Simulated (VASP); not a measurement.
# Ga (P6_3/mmc) in VASP: single point with PBE

Aim: the single point of Ga with PBE.

Program: VASP 6.6.1. These are calculated values, not measurements. Logs are shortened: lines on timing, memory, paths and dates and some standing lists are left out, and cuts for length are marked.

### Step 1. The cell of the first run

Symmetry: P6_3/mmc, No. 194, hexagonal system. The conventional cell has a = 3.070 Å, b = 3.070 Å, c = 4.962 Å, α = 90.00°, β = 90.00°, γ = 120.00°. Within 4.0 Å of Ga (site symmetry -6m2) lie 12 Ga at 3.05 to 3.07 Å.

This isn't the form of Ga at room conditions, which is orthorhombic.

### Step 2. Single point, PBE (20.25 Å³/atom)

INCAR reads:

```
SYSTEM = Ga
  ALGO = Normal
  EDIFF = 1E-6
  ENCUT = 520
  GGA = PE
  ISIF = 2
  ISMEAR = -1
  LASPH = .TRUE.
  LCHARG = .FALSE.
  LREAL = .FALSE.
  LWAVE = .FALSE.
  NBANDS = 20
  NELM = 100
  PREC = Accurate
  SIGMA = 0.05
```

KPOINTS reads:

```
k-points
0
G
  18 18 10
  0 0 0
```

POSCAR reads:

```
Ga
1.0
    3.0700869605      0.0000000000      0.0000000000
   -1.5350434803      2.6587732996      0.0000000000
    0.0000000000      0.0000000000      4.9615354456
Ga
2
Direct
    0.3333333333      0.6666666667      0.2500000000
    0.6666666667      0.3333333333      0.7500000000
```

Potentials or basis: VASP PAW PBE potentials, release 64 (Ga_d).

Command:

```sh
cat potpaw_PBE.64/Ga_d/POTCAR > POTCAR
mpirun -np 1 vasp_std > vasp.out
```

OUTCAR:

```text
SYSTEM = Ga
   EDIFF = 1E-6
   ENCUT = 520
   GGA = PE
   ISIF = 2
   ISMEAR = -1
   LASPH = .TRUE.
   LREAL = .FALSE.
   NELM = 100
   PREC = Accurate

 ion  position               nearest neighbor table
   1  0.333  0.667  0.250-
   2  0.667  0.333  0.750-

  LATTYP: Found a hexagonal cell.
 ALAT       =     3.0700869605
 C/A-ratio  =     1.6160895471

  Lattice vectors:

 A1 = (   3.0700869605,   0.0000000000,   0.0000000000)
 A2 = (  -1.5350434803,   2.6587732996,   0.0000000000)
 A3 = (   0.0000000000,   0.0000000000,   4.9615354456)

Analysis of symmetry for initial positions (statically):
=====================================================================
 Subroutine PRICEL returns:
 Original cell was already a primitive cell.

 Routine SETGRP: Setting up the symmetry group for a
 hexagonal supercell.

 Subroutine GETGRP returns: Found 24 space group operations
 (whereof 12 operations were pure point group operations)
 out of a pool of 24 trial point group operations.

The static configuration has the point symmetry D_3d.
 The point group associated with its full space group is D_6h.

Analysis of symmetry for dynamics (positions and initial velocities):
=====================================================================
 Subroutine PRICEL returns:
 Original cell was already a primitive cell.

 Routine SETGRP: Setting up the symmetry group for a
 hexagonal supercell.

 Subroutine GETGRP returns: Found 24 space group operations
 (whereof 12 operations were pure point group operations)
 out of a pool of 24 trial point group operations.

The dynamic configuration has the point symmetry D_3d.
 The point group associated with its full space group is D_6h.

 Subroutine INISYM returns: Found 24 space group operations
 (whereof 12 operations are pure point group operations),
 and found     1 'primitive' translations

----------------------------------------------------------------------------------------

                                     Primitive cell

  volume of cell :      40.4994

  direct lattice vectors                    reciprocal lattice vectors
     3.070086960  0.000000000  0.000000000     0.325723673  0.188056650  0.000000000
    -1.535043480  2.658773300  0.000000000     0.000000000  0.376113300  0.000000000
     0.000000000  0.000000000  4.961535446     0.000000000  0.000000000  0.201550510

  length of vectors
     3.070086960  3.070086961  4.961535446     0.376113300  0.376113300  0.201550510

  position of ions in fractional coordinates (direct lattice)
     0.333333333  0.666666667  0.250000000
     0.666666667  0.333333333  0.750000000

  ion indices of the primitive-cell ions
   primitive index   ion index
                 1           1
                 2           2

----------------------------------------------------------------------------------------

 KPOINTS: k-points

Automatic generation of k-mesh.
 Grid dimensions read from file:
 generate k-points for:   18   18   10

 Generating k-lattice:

  Cartesian coordinates                     Fractional coordinates (reciprocal lattice)
     0.018095760  0.010447592  0.000000000     0.055555556  0.000000000  0.000000000
     0.000000000  0.020895183  0.000000000     0.000000000  0.055555556  0.000000000
     0.000000000  0.000000000  0.020155051     0.000000000  0.000000000  0.100000000

  Length of vectors
     0.020895183  0.020895183  0.020155051

  Shift w.r.t. Gamma in fractional coordinates (k-lattice)
     0.000000000  0.000000000  0.000000000

 Subroutine IBZKPT returns following result:
 ===========================================

 Found    222 irreducible k-points:

 Following reciprocal coordinates:
            Coordinates               Weight
  0.000000  0.000000  0.000000      1.000000
  0.055556  0.000000  0.000000      6.000000
  0.111111  0.000000  0.000000      6.000000
  0.166667  0.000000  0.000000      6.000000
  0.222222  0.000000  0.000000      6.000000
  0.277778  0.000000  0.000000      6.000000
[... 16 lines left out ...]
  0.333333  0.111111  0.000000     12.000000
  0.388889  0.111111  0.000000     12.000000
 [... further k-points ...]
   k-points           NKPTS =    222   k-points in BZ     NKDIM =    222   number of bands    NBANDS=     20
   number of dos      NEDOS =    301   number of ions     NIONS =      2
   total plane-waves  NPLWV =  23040
   dimension x,y,z NGX =    24 NGY =   24 NGZ =   40
   dimension x,y,z NGXF=    48 NGYF=   48 NGZF=   80
   ions per type =               2
   NGX,Y,Z   is equivalent  to a cutoff of  13.00, 13.00, 13.40 a.u.
   NGXF,Y,Z  is equivalent  to a cutoff of  25.99, 25.99, 26.81 a.u.
 SYSTEM =  Ga
   PREC   = accura    normal or accurate (medium, high low for compatibility)
   ISTART =      0    job   : 0-new  1-cont  2-samecut
   ICHARG =      2    charge: 1-file 2-atom 10-const
   ISPIN  =      1    spin polarized calculation?
   LNONCOLLINEAR =      F non collinear calculations
   LSORBIT =      F    spin-orbit coupling
   LASPH  =      T    aspherical Exc in radial PAW
   ENCUT  =  520.0 eV  38.22 Ry    6.18 a.u.   5.71  5.71  9.23*2*pi/ulx,y,z
   NELM   =    100;   NELMIN=  2; NELMDL= -5     # of ELM steps
   EDIFF  = 0.1E-05   stopping-criterion for ELM
   LREAL  =      F    real-space projection
   EDIFFG = 0.1E-04   stopping-criterion for IOM
   NSW    =      0    number of steps for IOM
   IBRION =     -1    ionic relax: 0-MD 1-quasi-New 2-CG
   NFREE  =      0    steps in history (QN), initial steepest desc. (CG)
   ISIF   =      2    stress and relaxation
   ISYM   =      2    0-nonsym 1-usesym 2-fastsym
   POTIM  = 0.5000    time-step for ionic-motion
   TEBEG  =    0.0;   TEEND  =   0.0 temperature during run
   PSTRESS=    0.0 pullay stress
   NELECT =      26.0000    total number of electrons
   NUPDOWN=      -1.0000    fix difference up-down
   EMIN   =  10.00;   EMAX   =-10.00  energy-range for DOS
   EFERMI =   0.00;   METHOD = LEGACY
   ISMEAR =    -1;   SIGMA  =   0.05  broadening in eV -4-tet -1-fermi 0-gaus
   EFERMI_NEDOS =   21; number of points for ismear=-14 and -15
   IALGO  =     38    algorithm
   IMIX   =      4    mixing-type and parameters
     AMIX     =   0.40;   BMIX     =  1.00
     AMIX_MAG =   1.60;   BMIX_MAG =  1.00
  volume/ion in A,a.u.               =      20.25       136.65
  Fermi-wavevector in a.u.,A,eV,Ry     =   1.412266  2.668796 27.136766  1.994496
  Thomas-Fermi vector in A             =   2.534033
   LORBIT       =      0    0 simple, 1 ext, 2 COOP (PROOUT), +10 PAW based schemes
   GGA     = PE    functional components
   LHFCALC =     F    Hartree Fock is set to
   AEXX    =    0.0000 exact exchange contribution
   IVDW    =     0    specifies the selected vdW correction
   LEPSILON=     F    determine dielectric tensor
   LRPA    =     F    only Hartree local field effects (RPA)
 non-spin polarized calculation
  energy-cutoff  :      520.00
  volume of cell :       40.50
 maximum number of plane-waves:      1104
 NGX is ok and might be reduce to    24
   NGX = 11   NGY = 11   NGZ = 19

 number of electron      25.9999983 magnetization

 Free energy of the ion-electron system (eV)
  ---------------------------------------------------
  ext. energy  EPLUGINS =         0.00000000
  ---------------------------------------------------
  free energy    TOTEN  =        -5.74203259 eV

  energy without entropy =       -5.73428599  energy(sigma->0) =       -5.73815929

 E-fermi :   4.9581     XC(G=0): -10.6722

 val. band max:        4.9557888231   @ k =   0.3333   0.2222   0.1000
 cond. band min:       4.9694855291   @ k =   0.3889   0.0556   0.3000
 fundamental gap:      0.0136967060
 Fermi energy:         4.9581378738

 k-point     1 :       0.0000    0.0000    0.0000
  band No.  band energies     occupation
      1      -9.9720      2.00000
      2      -9.9131      2.00000
      3      -9.9029      2.00000
      4      -9.9029      2.00000
      5      -9.8843      2.00000
      6      -9.8843      2.00000
[... 12 lines left out ...]
     19      17.9853      0.00000
     20      18.5750      0.00000

 k-point     2 :       0.0556    0.0000    0.0000
  band No.  band energies     occupation
      1      -9.9689      2.00000
      2      -9.9178      2.00000
      3      -9.8979      2.00000
      4      -9.8969      2.00000
      5      -9.8843      2.00000
      6      -9.8796      2.00000
[... 12 lines left out ...]
     19      18.3486      0.00000
     20      18.6860      0.00000

 k-point     3 :       0.1111    0.0000    0.0000
  band No.  band energies     occupation
      1      -9.9635      2.00000
      2      -9.9234      2.00000
      3      -9.8891      2.00000
      4      -9.8834      2.00000
      5      -9.8798      2.00000
      6      -9.8661      2.00000
[... 12 lines left out ...]
     19      17.2999      0.00000
     20      19.5555      0.00000

 k-point     4 :       0.1667    0.0000    0.0000
  band No.  band energies     occupation
      1      -9.9670      2.00000
      2      -9.9198      2.00000
      3      -9.8899      2.00000
      4      -9.8800      2.00000
      5      -9.8721      2.00000
      6      -9.8616      2.00000
[... 12 lines left out ...]
     19      16.1282      0.00000
     20      19.0156      0.00000

 k-point     5 :       0.2222    0.0000    0.0000
  band No.  band energies     occupation
      1      -9.9809      2.00000
      2      -9.9137      2.00000
      3      -9.8991      2.00000
      4      -9.8861      2.00000
      5      -9.8824      2.00000
      6      -9.8377      2.00000
[... 12 lines left out ...]
     19      15.6930      0.00000
     20      18.4889      0.00000
[... 353 lines left out ...]
      6      -9.8261      2.00000
[... 12 lines left out ...]
     19      16.0827      0.00000
     20      16.3195      0.00000

 k-point    22 :       0.2778    0.1111    0.0000
  band No.  band energies     occupation
      1      -9.9935      2.00000
      2      -9.9494      2.00000
      3      -9.9201      2.00000
      4      -9.9033      2.00000
      5      -9.8595      2.00000
      6      -9.8237      2.00000
[... 12 lines left out ...]
     19      15.5267      0.00000
     20      15.8922      0.00000

 k-point    23 :       0.3333    0.1111    0.0000
  band No.  band energies     occupation
      1     -10.0061      2.00000
      2      -9.9678      2.00000
      3      -9.9208      2.00000
      4      -9.9076      2.00000
      5      -9.8461      2.00000
      6      -9.8343      2.00000
[... 12 lines left out ...]
     19      15.1574      0.00000
     20      15.5864      0.00000

 k-point    24 :       0.3889    0.1111    0.0000
  band No.  band energies     occupation
      1     -10.0143      2.00000
      2      -9.9798      2.00000
      3      -9.9228      2.00000
      4      -9.9100      2.00000
      5      -9.8413      2.00000
      6      -9.8355      2.00000
[... 12 lines left out ...]
     19      14.9436      0.00000
     20      15.4030      0.00000

 [... further k-points ...]
[... 5 lines left out ...]
  --------------------------------------------------------------------------------------
  -------------------------------------------------------------------------------------
  Total       -0.5757394     -0.5757394     -0.5793134      0.0000000     -0.0000000     -0.0000000
  in kB      -22.7765767    -22.7765767    -22.9179652      0.0000000     -0.0000000     -0.0000000
  external PRESSURE =     -22.8237062 kB  Pullay stress =       0.0000000 kB

 VOLUME and BASIS-vectors are now :
 -----------------------------------------------------------------------------
  energy-cutoff  :      520.00
  volume of cell :       40.50
      direct lattice vectors                 reciprocal lattice vectors
     3.070086960  0.000000000  0.000000000     0.325723673  0.188056650  0.000000000
    -1.535043480  2.658773300  0.000000000     0.000000000  0.376113300  0.000000000
     0.000000000  0.000000000  4.961535446     0.000000000  0.000000000  0.201550510

 POSITION                                       TOTAL-FORCE (eV/Angst)
 -----------------------------------------------------------------------------------
     -0.00000      1.77252      1.24038         0.000000     -0.000000      0.000000
      1.53504      0.88626      3.72115        -0.000000      0.000000      0.000000
 -----------------------------------------------------------------------------------
    total drift:                               -0.000000      0.000000      0.000000

  FREE ENERGIE OF THE ION-ELECTRON SYSTEM (eV)
  ---------------------------------------------------
  free  energy   TOTEN  =        -5.7420325943 eV

  energy  without entropy=       -5.7342859859  energy(sigma->0) =       -5.73815929
```

It took 2.7 min on 1 thread of Intel Xeon 8259CL, shared host; peak memory 0.27 GiB.

What came out:

| Property | Result |
| --- | --- |
| Free energy | -5.7420 eV |
| Pressure | -2.3 GPa |
| Band gap on the k mesh | zero (bands 13 and 14 overlap by 7.04 eV) |
